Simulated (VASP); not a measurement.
A run of VASP 6.6.1 is set up as follows.

Contents of INCAR:

```
  PREC = Accurate
  ENCUT = 600
  EDIFF = 1E-6
  ISMEAR = -1
  SIGMA = 0.02
  LREAL = F
  LASPH = T
  NELM = 60
  ALGO = Normal
  ISIF = 8
  LWAVE = F
  LCHARG = F
  IBRION = 2
  NSW = 80
  EDIFFG = -0.03
```

Contents of KPOINTS:

```
regular mesh
0
Gamma
  12 12 12
```

The input POSCAR:

```
N
1.0
    0.0000000000      1.5538100000      1.5538100000
    1.5538100000      0.0000000000      1.5538100000
    1.5538100000      1.5538100000      0.0000000000
N
1
Direct
    0.0000000000      0.0000000000      0.0000000000
```

Potentials or basis: VASP PAW LDA potentials, release 64 (N).

Command:

```console
$ cat potpaw_LDA.64/N/POTCAR > POTCAR
$ mpirun -np 1 vasp_std > vasp.out
```

Q: Predict the relaxed volume.

A: 7.07 Å³/atom.

Q: Estimate the relaxed cell.

A: a = 2.154 Å, b = 2.154 Å, c = 2.154 Å, α = 60.00°, β = 60.00°, γ = 60.00°.

Q: Estimate the band gap on the k mesh.

A: Zero (an odd number of electrons rules out a gap without spin polarisation).

Q: Estimate the space group after relaxing (to 0.1 Å).

A: Fm-3m (No. 225).

Final structure:
```yaml
crystal:
  lattice:
    - [0.00000, 1.52308, 1.52308]
    - [1.52308, 0.00000, 1.52308]
    - [1.52308, 1.52308, 0.00000]
  atoms:
    - { symbol: N, position: [0.00000, 0.00000, 0.00000] }
```

Caveat: an odd number of electrons without spin polarisation forces a metal; a magnetic or distorted state may lie lower.
